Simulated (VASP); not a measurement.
# MgI2 (P-3m1) in VASP: single point with HSE06

Aim: the single point of MgI2 with HSE06.

All numbers are computed with VASP 6.6.1; they aren't measurements. Logs are shortened: lines on timing, memory, paths and dates and some standing lists are left out, and cuts for length are marked.

## (1) The cell of the first run

The structure is trigonal, space group P-3m1 (No. 164). The conventional cell has a = 4.392 Å, b = 4.392 Å, c = 6.873 Å, α = 90.00°, β = 90.00°, γ = 120.00°. Within 3.9 Å of Mg (site symmetry -3m) lie 6 I at 3.00 Å. Within 3.9 Å of I (site symmetry 3m) lie 3 Mg at 3.00 Å.

## (2) Single point, HSE06 (biaxial xy strain +5.6%)

POSCAR

```
MgI2
1.0
    4.3916798778      0.0000000000      0.0000000000
   -2.1958399389      3.8033063395      0.0000000000
    0.0000000000      0.0000000000      6.8733253065
Mg I
1 2
Direct
    0.0000000000      0.0000000000      0.0000000000
    0.3333333333      0.6666666667      0.2323418551
    0.6666666667      0.3333333333      0.7676581449
```

INCAR.step1

```
SYSTEM = MgI2
  PREC = Accurate
  ENCUT = 520
  EDIFF = 1E-5
  ISMEAR = 0
  SIGMA = 0.01
  LREAL = .FALSE.
  LASPH = .TRUE.
  NELM = 60
  ALGO = Normal
  ISIF = 2
  LWAVE = .TRUE.
  NBANDS = 15
  GGA = PE
  KPAR = 4
```

INCAR.step2

```
SYSTEM = MgI2
  PREC = Accurate
  ENCUT = 520
  EDIFF = 1E-6
  ISMEAR = 0
  SIGMA = 0.01
  LREAL = .FALSE.
  LASPH = .TRUE.
  NELM = 60
  ALGO = Normal
  ISIF = 2
  LWAVE = .FALSE.
  LCHARG = .TRUE.
  GGA = PE
  LHFCALC = .TRUE.
  HFSCREEN = 0.2079
  PRECFOCK = Normal
  LVHAR = .TRUE.
  NBANDS = 15
  ISTART = 1
  KPAR = 4
```

KPOINTS

```
Automatic mesh
0
G
  6 6 4
  0 0 0
```

Potentials or basis: VASP PAW PBE potentials, release 64 (Mg, I).

Launch:

```
$ cat potpaw_PBE.64/Mg/POTCAR potpaw_PBE.64/I/POTCAR > POTCAR
$ cp INCAR.step1 INCAR
$ mpirun -np 4 vasp_std > vasp.out
$ cp INCAR.step2 INCAR
$ mpirun -np 4 vasp_std > vasp.out
```

OUTCAR:

```text
SYSTEM = MgI2
   PREC = Accurate
   ENCUT = 520
   EDIFF = 1E-6
   ISMEAR = 0
   LREAL = .FALSE.
   LASPH = .TRUE.
   NELM = 60
   ISIF = 2
   GGA = PE
   LHFCALC = .TRUE.
   HFSCREEN = 0.2079
   PRECFOCK = Normal
   ISTART = 1

 ion  position               nearest neighbor table
   1  0.000  0.000  0.000-   2 3.00   3 3.00   3 3.00   2 3.00   3 3.00   2 3.00
   2  0.333  0.667  0.232-   1 3.00   1 3.00   1 3.00
   3  0.667  0.333  0.768-   1 3.00   1 3.00   1 3.00

  LATTYP: Found a hexagonal cell.
 ALAT       =     4.3916798778
 C/A-ratio  =     1.5650788531

  Lattice vectors:

 A1 = (   4.3916798778,   0.0000000000,   0.0000000000)
 A2 = (  -2.1958399389,   3.8033063395,   0.0000000000)
 A3 = (   0.0000000000,   0.0000000000,   6.8733253065)

Analysis of symmetry for initial positions (statically):
=====================================================================
 Subroutine PRICEL returns:
 Original cell was already a primitive cell.

 Routine SETGRP: Setting up the symmetry group for a
 hexagonal supercell.

 Subroutine GETGRP returns: Found 12 space group operations
 (whereof 12 operations were pure point group operations)
 out of a pool of 24 trial point group operations.

The static configuration has the point symmetry D_3d.

Analysis of symmetry for dynamics (positions and initial velocities):
=====================================================================
 Subroutine PRICEL returns:
 Original cell was already a primitive cell.

 Routine SETGRP: Setting up the symmetry group for a
 hexagonal supercell.

 Subroutine GETGRP returns: Found 12 space group operations
 (whereof 12 operations were pure point group operations)
 out of a pool of 24 trial point group operations.

The dynamic configuration has the point symmetry D_3d.

 Subroutine INISYM returns: Found 12 space group operations
 (whereof 12 operations are pure point group operations),
 and found     1 'primitive' translations

----------------------------------------------------------------------------------------

                                     Primitive cell

  volume of cell :     114.8045

  direct lattice vectors                    reciprocal lattice vectors
     4.391679878  0.000000000  0.000000000     0.227703300  0.131464561  0.000000000
    -2.195839939  3.803306340  0.000000000     0.000000000  0.262929123  0.000000000
     0.000000000  0.000000000  6.873325306     0.000000000  0.000000000  0.145489986

  length of vectors
     4.391679878  4.391679878  6.873325306     0.262929123  0.262929123  0.145489986

  position of ions in fractional coordinates (direct lattice)
     0.000000000  0.000000000  0.000000000
     0.333333333  0.666666667  0.232341855
     0.666666667  0.333333333  0.767658145

  ion indices of the primitive-cell ions
   primitive index   ion index
                 1           1
                 2           2
                 3           3

----------------------------------------------------------------------------------------

 KPOINTS: Automatic mesh

Automatic generation of k-mesh.
 Grid dimensions read from file:
 generate k-points for:    6    6    4

 Generating k-lattice:

  Cartesian coordinates                     Fractional coordinates (reciprocal lattice)
     0.037950550  0.021910760  0.000000000     0.166666667 -0.000000000  0.000000000
     0.000000000  0.043821520  0.000000000     0.000000000  0.166666667  0.000000000
     0.000000000  0.000000000  0.036372496     0.000000000  0.000000000  0.250000000

  Length of vectors
     0.043821520  0.043821520  0.036372496

  Shift w.r.t. Gamma in fractional coordinates (k-lattice)
     0.000000000  0.000000000  0.000000000

 Subroutine IBZKPT returns following result:
 ===========================================

 Found     24 irreducible k-points:

 Following reciprocal coordinates:
            Coordinates               Weight
  0.000000  0.000000  0.000000      1.000000
  0.166667  0.000000  0.000000      6.000000
  0.333333  0.000000  0.000000      6.000000
  0.500000  0.000000  0.000000      3.000000
  0.166667  0.166667  0.000000      6.000000
  0.333333  0.166667  0.000000     12.000000
[... 16 lines left out ...]
  0.333333  0.166667  0.500000     12.000000
  0.333333  0.333333  0.500000      2.000000
   k-points           NKPTS =     24   k-points in BZ     NKDIM =    144   number of bands    NBANDS=     15
   number of dos      NEDOS =    301   number of ions     NIONS =      3
   total plane-waves  NPLWV =  69984
   dimension x,y,z NGX =    36 NGY =   36 NGZ =   54
   dimension x,y,z NGXF=    72 NGYF=   72 NGZF=  108
   ions per type =               1   2
   NGX,Y,Z   is equivalent  to a cutoff of  13.63, 13.63, 13.06 a.u.
   NGXF,Y,Z  is equivalent  to a cutoff of  27.26, 27.26, 26.12 a.u.
 SYSTEM =  MgI2
   PREC   = accura    normal or accurate (medium, high low for compatibility)
   ISTART =      1    job   : 0-new  1-cont  2-samecut
   ICHARG =      0    charge: 1-file 2-atom 10-const
   ISPIN  =      1    spin polarized calculation?
   LNONCOLLINEAR =      F non collinear calculations
   LSORBIT =      F    spin-orbit coupling
   LASPH  =      T    aspherical Exc in radial PAW
   ENCUT  =  520.0 eV  38.22 Ry    6.18 a.u.   8.17  8.17 12.78*2*pi/ulx,y,z
   NELM   =     60;   NELMIN=  2; NELMDL=  0     # of ELM steps
   EDIFF  = 0.1E-05   stopping-criterion for ELM
   LREAL  =      F    real-space projection
   EDIFFG = 0.1E-04   stopping-criterion for IOM
   NSW    =      0    number of steps for IOM
   IBRION =     -1    ionic relax: 0-MD 1-quasi-New 2-CG
   NFREE  =      0    steps in history (QN), initial steepest desc. (CG)
   ISIF   =      2    stress and relaxation
   ISYM   =      3    0-nonsym 1-usesym 2-fastsym
   POTIM  = 0.5000    time-step for ionic-motion
   TEBEG  =    0.0;   TEEND  =   0.0 temperature during run
   PSTRESS=    0.0 pullay stress
   NELECT =      16.0000    total number of electrons
   NUPDOWN=      -1.0000    fix difference up-down
   EMIN   =  10.00;   EMAX   =-10.00  energy-range for DOS
   EFERMI =   0.00;   METHOD = LEGACY
   ISMEAR =     0;   SIGMA  =   0.01  broadening in eV -4-tet -1-fermi 0-gaus
   EFERMI_NEDOS =   21; number of points for ismear=-14 and -15
   IALGO  =     38    algorithm
   IMIX   =      1    mixing-type and parameters
     AMIX     =   0.40;   BMIX     =  1.00
     AMIX_MAG =   1.60;   BMIX_MAG =  1.00
  volume/ion in A,a.u.               =      38.27       258.25
  Fermi-wavevector in a.u.,A,eV,Ry     =   0.848780  1.603962  9.802014  0.720428
  Thomas-Fermi vector in A             =   1.964498
   LORBIT       =      0    0 simple, 1 ext, 2 COOP (PROOUT), +10 PAW based schemes
   GGA     = PE    functional components
   LHFCALC =     T    Hartree Fock is set to
   PRECFOCK=normal    Normal, Fast or Accurate (Low or Medium for compatibility)
   ENCUT4O =  -1.0   cutoff for four orbital integrals eV
   NKREDX  =     1    reduce k-point grid by
   NKREDY  =     1    reduce k-point grid by
   NKREDZ  =     1    reduce k-point grid by
   AEXX    =    0.2500 exact exchange contribution
   HFSCREEN=    0.2079 screening length (either q_TF or 0.3 A-1)
   HFSCREENC=   0.2079 screening length for correlation (either q_TF or 0.3 A-1)
   ENCUTFOCK=  -1.0 apply spherical cutoff to Coloumb kernel
   IVDW    =     0    specifies the selected vdW correction
   LEPSILON=     F    determine dielectric tensor
   LRPA    =     F    only Hartree local field effects (RPA)
 non-spin polarized calculation
 Gauss-broadening in eV      SIGMA  =   0.01
  energy-cutoff  :      520.00
  volume of cell :      114.80
 maximum number of plane-waves:      3134
 NGX is ok and might be reduce to    36
  NGX = 28; NGY = 28; NGZ = 40

 number of electron      16.0000000 magnetization

 Free energy of the ion-electron system (eV)
  ---------------------------------------------------
  ext. energy  EPLUGINS =         0.00000000
  ---------------------------------------------------
  free energy    TOTEN  =        -9.11380141 eV

  energy without entropy =       -9.11380141  energy(sigma->0) =       -9.11380141

 E-fermi :   0.9143     XC(G=0):  -6.4936

 val. band max:        0.8620520067   @ k =   0.0000   0.0000   0.0000
 cond. band min:       4.8352596184   @ k =   0.0000   0.0000   0.0000
 fundamental gap:      3.9732076118
 Fermi energy:         0.9143245371

 k-point     1 :       0.0000    0.0000    0.0000
  band No.  band energies     occupation
      1     -12.0762      2.00000
      2     -11.3359      2.00000
      3      -2.5349      2.00000
      4      -0.0222      2.00000
      5      -0.0222      2.00000
      6       0.3898      2.00000
      7       0.3898      2.00000
      8       0.8621      2.00000
      9       4.8353      0.00000
     10       6.1048      0.00000
     11       7.9971      0.00000
     12       7.9971      0.00000
     13       9.4919      0.00000
     14       9.6820      0.00000
     15       9.6820      0.00000

 k-point     2 :       0.1667    0.0000    0.0000
  band No.  band energies     occupation
      1     -11.9581      2.00000
      2     -11.2960      2.00000
      3      -2.3904      2.00000
      4      -0.8402      2.00000
      5      -0.3095      2.00000
      6      -0.2410      2.00000
      7       0.3942      2.00000
      8       0.7534      2.00000
      9       5.6533      0.00000
     10       6.7459      0.00000
     11       7.5541      0.00000
     12       8.3903      0.00000
     13       8.9225      0.00000
     14       9.7647      0.00000
     15      10.0277      0.00000
[... 365 lines left out ...]
      3      -2.6737      2.00000
      4      -2.0991      2.00000
      5      -1.3045      2.00000
      6      -0.7018      2.00000
      7       0.1232      2.00000
      8       0.2852      2.00000
      9       5.7365      0.00000
     10       7.4734      0.00000
     11       8.2038      0.00000
     12       8.5726      0.00000
     13       8.7467      0.00000
     14      10.0692      0.00000
     15      10.5637      0.00000

 k-point    24 :       0.3333    0.3333    0.5000
  band No.  band energies     occupation
      1     -11.3216      2.00000
      2     -11.3216      2.00000
      3      -2.4906      2.00000
      4      -1.9700      2.00000
      5      -1.9700      2.00000
      6      -1.2462      2.00000
      7       0.3093      2.00000
      8       0.3093      2.00000
      9       6.3201      0.00000
     10       7.8164      0.00000
     11       7.8164      0.00000
     12       9.3674      0.00000
     13       9.4802      0.00000
     14       9.9067      0.00000
     15      10.0887      0.00000

------------------------ aborting loop because EDIFF is reached ----------------------------------------

  FORCE on cell =-STRESS in cart. coord.  units (eV):
  Direction    XX          YY          ZZ          XY          YZ          ZX
  --------------------------------------------------------------------------------------
  -------------------------------------------------------------------------------------
  Total       -1.7824302     -1.7824302     -0.0788146     -0.0000000      0.0000000      0.0000000
  in kB      -24.8750657    -24.8750657     -1.0999132     -0.0000000      0.0000000      0.0000000
  external PRESSURE =     -16.9500149 kB  Pullay stress =       0.0000000 kB

 VOLUME and BASIS-vectors are now :
 -----------------------------------------------------------------------------
  energy-cutoff  :      520.00
  volume of cell :      114.80
      direct lattice vectors                 reciprocal lattice vectors
     4.391679878  0.000000000  0.000000000     0.227703300  0.131464561  0.000000000
    -2.195839939  3.803306340  0.000000000     0.000000000  0.262929123  0.000000000
     0.000000000  0.000000000  6.873325306     0.000000000  0.000000000  0.145489986

 POSITION                                       TOTAL-FORCE (eV/Angst)
 -----------------------------------------------------------------------------------
      0.00000      0.00000      0.00000         0.000000      0.000000      0.000000
     -0.00000      2.53554      1.59696        -0.000000      0.000000     -0.127834
      2.19584      1.26777      5.27636         0.000000     -0.000000      0.127834
 -----------------------------------------------------------------------------------
    total drift:                                0.000000      0.000000     -0.000169

  FREE ENERGIE OF THE ION-ELECTRON SYSTEM (eV)
  ---------------------------------------------------
  free  energy   TOTEN  =        -9.1138014105 eV

  energy  without entropy=       -9.1138014105  energy(sigma->0) =       -9.11380141
```

Run time: 31 min. Hardware: 4 MPI ranks of AMD EPYC 7R43 (Zen 3), shared host; peak memory 0.38 GiB.

What came out:

```
Free energy            : -9.1138 eV
Pressure               : -1.7 GPa
Largest force          : 0.128 eV/Å
Band gap on the k mesh : 3.97 eV
```

Forces on the atoms (eV/Å):
```
Mg   0.000  0.000  0.000
I    0.000  0.000 -0.128
I    0.000  0.000  0.128
```

Stress tensor (GPa, compression positive):
```
-2.49  0.00  0.00
 0.00 -2.49  0.00
 0.00  0.00 -0.11
```

Caveat: the cell differs from its parent crystal (biaxial xy strain +5.6%); the PAW data sets were made with another functional, which shifts forces and pressure a little; spin-orbit coupling is left out, which moves the levels of the heavy elements; this functional lacks dispersion, which binds layers or chains, so the pressure and a relaxed spacing across them are unreliable.
